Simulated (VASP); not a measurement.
# P in VASP: notebook, part 2 of 2

VASP 6.6.1. The steps go on from the part before.

## Step 3: Single point, PBEsol (strain -0.080 along x and y, -0.040 along z)

INCAR

```
SYSTEM = P
PREC = Accurate
ENCUT = 520
EDIFF = 1E-6
ISMEAR = 0
SIGMA = 0.15
LREAL = .FALSE.
LASPH = .TRUE.
NELM = 80
ALGO = Normal
ISIF = 2
LWAVE = .FALSE.
LCHARG = .TRUE.
GGA = PS
LELF = .TRUE.
LVHAR = .TRUE.
NBANDS = 12
```

KPOINTS

```
regular mesh
0
G
  24 24 12
  0 0 0
```

POSCAR

```
P
1.0
    2.2399581902      0.0000000000      0.0050351100
    0.0000000000      2.2398554498      0.0000000000
   -0.0091100304      0.0000000000      4.6012296506
P
2
Direct
    0.0000000000      0.0000000000      0.2500000000
    1.0000000000      0.0000000000      0.7500000000
```

Potentials or basis: VASP PAW PBE potentials, release 64 (P).

Command:

```sh
> cat potpaw_PBE.64/P/POTCAR > POTCAR
> mpirun -np 1 vasp_std > vasp.out
```

OUTCAR:

```text
SYSTEM = P
   PREC = Accurate
   ENCUT = 520
   EDIFF = 1E-6
   ISMEAR = 0
   LREAL = .FALSE.
   LASPH = .TRUE.
   NELM = 80
   ISIF = 2
   GGA = PS

 ion  position               nearest neighbor table
   1  0.000  0.000  0.250-   2 2.30   2 2.30
   2  0.000  0.000  0.750-   1 2.30   1 2.30

  LATTYP: Found a simple monoclinic cell.
 ALAT       =     2.2399638493
 B/A-ratio  =     0.9999516066
 C/A-ratio  =     2.0541575573
 COS(beta)  =    -0.0002679456

  Lattice vectors:

 A1 = (   2.2399581902,   0.0000000000,   0.0050351100)
 A2 = (   0.0000000000,  -2.2398554498,   0.0000000000)
 A3 = (   0.0091100304,   0.0000000000,  -4.6012296506)

Analysis of symmetry for initial positions (statically):
=====================================================================
 Subroutine PRICEL returns following result:

  LATTYP: Found a simple monoclinic cell.
 ALAT       =     2.2399638493
 B/A-ratio  =     0.9999516066
 C/A-ratio  =     1.0270787786
 COS(beta)  =    -0.0002679456

  Lattice vectors:

 A1 = (   2.2399581902,   0.0000000000,   0.0050351100)
 A2 = (   0.0000000000,  -2.2398554498,   0.0000000000)
 A3 = (   0.0045550152,   0.0000000000,  -2.3006148253)

   2 primitive cells build up your supercell.

 Routine SETGRP: Setting up the symmetry group for a
 simple monoclinic supercell.

 Subroutine GETGRP returns: Found  4 space group operations
 (whereof  4 operations were pure point group operations)
 out of a pool of  4 trial point group operations.

The static configuration has the point symmetry C_2h.

Analysis of symmetry for dynamics (positions and initial velocities):
=====================================================================
 Subroutine PRICEL returns following result:

  LATTYP: Found a simple monoclinic cell.
 ALAT       =     2.2399638493
 B/A-ratio  =     0.9999516066
 C/A-ratio  =     1.0270787786
 COS(beta)  =    -0.0002679456

  Lattice vectors:

 A1 = (   2.2399581902,   0.0000000000,   0.0050351100)
 A2 = (   0.0000000000,  -2.2398554498,   0.0000000000)
 A3 = (   0.0045550152,   0.0000000000,  -2.3006148253)

   2 primitive cells build up your supercell.

 Routine SETGRP: Setting up the symmetry group for a
 simple monoclinic supercell.

 Subroutine GETGRP returns: Found  4 space group operations
 (whereof  4 operations were pure point group operations)
 out of a pool of  4 trial point group operations.

The dynamic configuration has the point symmetry C_2h.

 Subroutine INISYM returns: Found  4 space group operations
 (whereof  4 operations are pure point group operations),
 and found     2 'primitive' translations

----------------------------------------------------------------------------------------

                                     Primitive cell

  volume of cell :      11.5427

  direct lattice vectors                    reciprocal lattice vectors
     2.239958190  0.000000000  0.005035110     0.446434917  0.000000000  0.000883902
     0.000000000 -2.239855450  0.000000000     0.000000000 -0.446457382  0.000000000
     0.004555015  0.000000000 -2.300614825     0.000977064  0.000000000 -0.434664481

  length of vectors
[... 36 lines left out ...]
            Coordinates               Weight
  0.000000  0.000000  0.000000      1.000000
  0.041667  0.000000 -0.000000      2.000000
  0.083333  0.000000  0.000000      2.000000
  0.125000  0.000000  0.000000      2.000000
  0.166667  0.000000 -0.000000      2.000000
  0.208333  0.000000 -0.000000      2.000000
[... 16 lines left out ...]
  0.375000  0.041667 -0.000000      4.000000
  0.416667  0.041667  0.000000      4.000000
 [... further k-points ...]
   k-points           NKPTS =   1898   k-points in BZ     NKDIM =   1898   number of bands    NBANDS=     12
   number of dos      NEDOS =    301   number of ions     NIONS =      2
   total plane-waves  NPLWV =  11664
   dimension x,y,z NGX =    18 NGY =   18 NGZ =   36
   dimension x,y,z NGXF=    36 NGYF=   36 NGZF=   72
   ions per type =               2
   NGX,Y,Z   is equivalent  to a cutoff of  13.36, 13.36, 13.01 a.u.
   NGXF,Y,Z  is equivalent  to a cutoff of  26.72, 26.72, 26.01 a.u.
 SYSTEM =  P
   PREC   = accura    normal or accurate (medium, high low for compatibility)
   ISTART =      0    job   : 0-new  1-cont  2-samecut
   ICHARG =      2    charge: 1-file 2-atom 10-const
   ISPIN  =      1    spin polarized calculation?
   LNONCOLLINEAR =      F non collinear calculations
   LSORBIT =      F    spin-orbit coupling
   LASPH  =      T    aspherical Exc in radial PAW
   ENCUT  =  520.0 eV  38.22 Ry    6.18 a.u.   4.16  4.16  8.56*2*pi/ulx,y,z
   NELM   =     80;   NELMIN=  2; NELMDL= -5     # of ELM steps
   EDIFF  = 0.1E-05   stopping-criterion for ELM
   LREAL  =      F    real-space projection
   EDIFFG = 0.1E-04   stopping-criterion for IOM
   NSW    =      0    number of steps for IOM
   IBRION =     -1    ionic relax: 0-MD 1-quasi-New 2-CG
   NFREE  =      0    steps in history (QN), initial steepest desc. (CG)
   ISIF   =      2    stress and relaxation
   ISYM   =      2    0-nonsym 1-usesym 2-fastsym
   POTIM  = 0.5000    time-step for ionic-motion
   TEBEG  =    0.0;   TEEND  =   0.0 temperature during run
   PSTRESS=    0.0 pullay stress
   NELECT =      10.0000    total number of electrons
   NUPDOWN=      -1.0000    fix difference up-down
   EMIN   =  10.00;   EMAX   =-10.00  energy-range for DOS
   EFERMI =   0.00;   METHOD = LEGACY
   ISMEAR =     0;   SIGMA  =   0.15  broadening in eV -4-tet -1-fermi 0-gaus
   EFERMI_NEDOS =   21; number of points for ismear=-14 and -15
   IALGO  =     38    algorithm
   IMIX   =      4    mixing-type and parameters
     AMIX     =   0.40;   BMIX     =  1.00
     AMIX_MAG =   1.60;   BMIX_MAG =  1.00
  volume/ion in A,a.u.               =      11.54        77.89
  Fermi-wavevector in a.u.,A,eV,Ry     =   1.238691  2.340786 20.876166  1.534355
  Thomas-Fermi vector in A             =   2.373206
   LORBIT       =      0    0 simple, 1 ext, 2 COOP (PROOUT), +10 PAW based schemes
   GGA     = PS    functional components
   LHFCALC =     F    Hartree Fock is set to
   AEXX    =    0.0000 exact exchange contribution
   IVDW    =     0    specifies the selected vdW correction
   LEPSILON=     F    determine dielectric tensor
   LRPA    =     F    only Hartree local field effects (RPA)
 non-spin polarized calculation
 Gauss-broadening in eV      SIGMA  =   0.15
  energy-cutoff  :      520.00
  volume of cell :       23.09
 maximum number of plane-waves:       633
 NGX is ok and might be reduce to    18
   NGX =  9   NGY =  9   NGZ = 17

 number of electron      10.0000000 magnetization

 number of electron       9.9999999 magnetization

 Free energy of the ion-electron system (eV)
  ---------------------------------------------------
  ext. energy  EPLUGINS =         0.00000000
  ---------------------------------------------------
  free energy    TOTEN  =       -10.96280941 eV

  energy without entropy =      -10.95549835  energy(sigma->0) =      -10.95915388

 E-fermi :  13.1488     XC(G=0): -12.4066

 val. band max:       13.1431404960   @ k =   0.2917   0.1250   0.4167
 cond. band min:      13.1647158044   @ k =   0.2083   0.1250   0.5000
 fundamental gap:      0.0215753084
 Fermi energy:        13.1487679923

 k-point     1 :       0.0000    0.0000    0.0000
  band No.  band energies     occupation
      1      -5.9061      2.00000
      2      -0.6590      2.00000
      3       2.3217      2.00000
      4      18.6838      0.00000
      5      19.4543      0.00000
      6      19.8924      0.00000
      7      20.0716      0.00000
      8      20.0742      0.00000
      9      22.7355      0.00000
     10      23.7081      0.00000
     11      23.7107      0.00000
     12      29.0991      0.00000
[... 331 lines left out ...]
 k-point    24 :       0.4167    0.0417    0.0000
  band No.  band energies     occupation
      1      -1.2098      2.00000
      2       3.9147      2.00000
      3       4.1015      2.00000
      4       6.3154      2.00000
      5       8.4938      2.00000
      6      13.5999      0.00002
      7      21.5345      0.00000
      8      22.2565      0.00000
      9      24.4125      0.00000
     10      26.5456      0.00000
     11      28.7501      0.00000
     12      28.9184      0.00000

 [... further k-points ...]
[... 5 lines left out ...]
  --------------------------------------------------------------------------------------
  -------------------------------------------------------------------------------------
  Total        6.5280911      6.5310886      4.6219157      0.0000000      0.0000000      0.0021359
  in kB      453.0655530    453.2735838    320.7722979      0.0000000      0.0000000      0.1482365
  external PRESSURE =     409.0371449 kB  Pullay stress =       0.0000000 kB

 VOLUME and BASIS-vectors are now :
 -----------------------------------------------------------------------------
  energy-cutoff  :      520.00
  volume of cell :       23.09
      direct lattice vectors                 reciprocal lattice vectors
     2.239958190  0.000000000  0.005035110     0.446434917  0.000000000  0.000883902
     0.000000000  2.239855450  0.000000000     0.000000000  0.446457382  0.000000000
    -0.009110030  0.000000000  4.601229651    -0.000488532  0.000000000  0.217332241

 POSITION                                       TOTAL-FORCE (eV/Angst)
 -----------------------------------------------------------------------------------
     -0.00228      0.00000      1.15031         0.000000      0.000000      0.000000
     -0.00683      0.00000      3.45092        -0.000000      0.000000      0.000000
 -----------------------------------------------------------------------------------
    total drift:                                0.000000     -0.000000     -0.000000

  FREE ENERGIE OF THE ION-ELECTRON SYSTEM (eV)
  ---------------------------------------------------
  free  energy   TOTEN  =       -10.9628094079 eV

  energy  without entropy=      -10.9554983503  energy(sigma->0) =      -10.95915388
```

stdout:

```text
POSCAR found type information on POSCAR P
 POSCAR found :  1 types and       2 ions
 scaLAPACK will be used
 -----------------------------------------------------------------------------
|                                                                             |
|                                                                             |
|     You enforced a specific xc type in the INCAR file but a different       |
|     I HOPE YOU KNOW WHAT YOU ARE DOING!                                     |
|                                                                             |
 -----------------------------------------------------------------------------

 LDA part: xc-table for (Slater+PW92), standard interpolation
 POSCAR, INCAR and KPOINTS ok, starting setup
 FFT: planning ... GRIDC
 FFT: planning ... GRID_SOFT
 FFT: planning ... GRID
 WAVECAR not read
 entering main loop
```

Wall time 6.8 min (1 thread of AMD EPYC 7R13, shared host); peak memory 0.44 GiB.

Results:

```
Free energy            : -10.9628 eV
Pressure               : 40.9 GPa
Band gap on the k mesh : zero (bands 5 and 6 overlap by 12.85 eV)
```

Levels at points of the mesh, in eV from the Fermi level:
| k point | band 2 | band 3 | band 4 | band 5 | band 6 | band 7 | band 8 | band 9 |
| --- | --- | --- | --- | --- | --- | --- | --- | --- |
| (0.00, 0.00, 0.00) | -13.81 | -10.83 | 5.54 | 6.31 | 6.74 | 6.92 | 6.93 | 9.59 |
| (0.50, 0.00, 0.00) | -10.84 | -7.35 | -6.76 | -6.22 | -0.64 | 9.66 | 9.73 | 11.05 |
| (0.00, 0.50, 0.00) | -10.84 | -7.34 | -6.76 | -6.22 | -0.64 | 9.66 | 9.73 | 11.04 |
| (0.50, 0.50, 0.00) | -6.29 | -6.29 | -2.54 | -2.54 | -1.93 | -0.59 | 1.55 | 3.55 |
| (0.00, 0.00, 0.50) | -17.44 | -4.21 | -4.21 | 7.92 | 7.92 | 8.21 | 8.21 | 8.21 |
| (0.50, 0.00, 0.50) | -11.57 | -9.39 | -9.39 | 0.71 | 0.71 | 5.25 | 5.25 | 12.25 |
| (0.00, 0.50, 0.50) | -11.57 | -9.39 | -9.39 | 0.71 | 0.71 | 5.25 | 5.25 | 12.25 |
| (0.50, 0.50, 0.50) | -5.09 | -4.93 | -4.93 | -4.93 | -4.93 | 0.92 | 0.92 | 7.16 |

Caveat: the cell differs from its parent crystal (strain -0.080 along x and y, -0.040 along z); the cell stands under pressure; the PAW data sets were made with another functional, which shifts forces and pressure a little.

## Step 4: Single point, PBEsol (strain -0.080 along x and y, +0.000 along z)

INCAR

```
PREC     = Accurate       # precision mode
ENCUT    = 520            # plane-wave cutoff, eV
EDIFF    = 1E-6           # SCF threshold, eV
ISMEAR   = 0              # smearing method
SIGMA    = 0.15           # smearing width, eV
LREAL    = F              # projectors in reciprocal space
LASPH    = T              # aspherical terms in the spheres
NELM     = 100            # most SCF steps
ALGO     = Normal         # electronic algorithm
ISIF     = 2              # what is computed and relaxed
LWAVE    = F              # write WAVECAR
LCHARG   = T              # write CHGCAR
GGA      = PS             # functional
LELF     = T              # ELF
LVHAR    = T            
NBANDS   = 12             # bands
```

KPOINTS

```
regular mesh
0
Gamma
  24 24 12
```

POSCAR

```
P
1.0
    2.2399581902      0.0000000000      0.0052449062
    0.0000000000      2.2398554498      0.0000000000
   -0.0091100304      0.0000000000      4.7929475527
P
2
Direct
    0.0000000000      0.0000000000      0.2500000000
    1.0000000000      0.0000000000      0.7500000000
```

Command:

```sh
> cat potpaw_PBE.64/P/POTCAR > POTCAR
> mpirun -np 1 vasp_std > vasp.out
```

It took 6.9 min on 1 thread of AMD EPYC 7R13, shared host; peak memory 0.45 GiB.

It converged, with:

- Free energy: -11.0900 eV
- Pressure: 31.6 GPa
- Band gap on the k mesh: zero (bands 5 and 6 overlap by 12.60 eV)

Stress tensor (GPa, compression positive):
```
40.89  0.00  0.04
 0.00 40.91  0.00
 0.04  0.00 13.10
```

Levels at points of the mesh, in eV from the Fermi level:
```
           k point  band 1  band 2  band 3  band 4  band 5  band 6  band 7  band 8  band 9  band 10
(0.00, 0.00, 0.00)  -18.69  -14.25  -10.50    3.92    5.82    6.98    7.23    7.23    9.31    10.21
(0.50, 0.00, 0.00)  -12.77  -10.56   -7.83   -7.12   -5.77   -0.45    8.09    9.58   11.36    13.18
(0.00, 0.50, 0.00)  -12.77  -10.56   -7.83   -7.12   -5.77   -0.45    8.09    9.58   11.36    13.18
(0.50, 0.50, 0.00)   -6.07   -6.01   -6.01   -2.89   -2.88   -1.37   -0.34    0.87    3.19     4.30
(0.00, 0.00, 0.50)  -17.24  -17.24   -4.71   -4.71    7.97    7.97    8.34    8.34    8.34     8.34
(0.50, 0.00, 0.50)  -11.30  -11.30   -9.29   -9.29    0.23    0.23    4.71    4.71   12.40    12.40
(0.00, 0.50, 0.50)  -11.30  -11.30   -9.29   -9.29    0.24    0.24    4.71    4.71   12.40    12.40
(0.50, 0.50, 0.50)   -4.82   -4.82   -4.82   -4.82   -4.63   -4.63    0.98    0.98    6.37     6.37
```

Caveat: the cell differs from its parent crystal (strain -0.080 along x and y, +0.000 along z); the cell stands under pressure; the PAW data sets were made with another functional, which shifts forces and pressure a little.

## Step 5: Summary

```csv
cell,gap on the mesh (eV),pressure (GPa)
"a = 2.240, b = 2.240, c = 4.410 Å, 2 atoms",none,53.6
"a = 2.240, b = 2.240, c = 4.601 Å, 2 atoms",none,40.9
"a = 2.240, b = 2.240, c = 4.793 Å, 2 atoms",none,31.6
```

Alike in all rows: task single point; level PBEsol; potentials or basis VASP PAW PBE potentials, release 64 (P); no spin polarisation; k mesh 24 × 24 × 12; cutoff (eV) 520; smearing gaussian 0.15 eV.

Caveats: the cell stands under pressure; the PAW data sets were made with another functional, which shifts forces and pressure a little.

Absolute energies hang on the potentials; compare differences alone.
